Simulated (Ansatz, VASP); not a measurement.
# One calculation of ScCo, two programs

```
Co Sc
1.0
     3.14500    0.00000    0.00000
     0.00000    3.14500    0.00000
     0.00000    0.00000    3.14500
Co Sc
1 1
Direct
  0.00000 0.00000 0.00000
  0.50000 0.50000 0.50000
```

Change from the starting cell: parallel moments scaled by 0.1, free total moment.

Alike in both runs: task single point; functional LDA; k mesh 10 × 10 × 10; occupations fermi-dirac, width 0.1 eV; collinear spin.

|  | VASP | Ansatz |
| --- | --- | --- |
| version | VASP 6.6.1 | Ansatz 0.2.0 |
| potentials or method | VASP PAW LDA potentials, release 64 (Co, Sc_sv), cutoff 520 eV | PAW, plane waves, scalar-relativistic |
| valence electrons in the cell | 20 | 28 |

Ansatz gave:

- pressure (GPa): -12.6
- net moment per atom (μB): 0.00

Q: Which values does VASP return?

A: Pressure (GPa): -12.2; net moment per atom (μB): 0.00.

LDA's correlation is that of Perdew and Zunger in VASP and of Perdew and Wang (1992) in Ansatz. VASP's potentials hold 20 valence electrons a cell and Ansatz's 28, so a difference there can come from the potentials and not from the codes. Ansatz's warnings: seeded moment not kept.
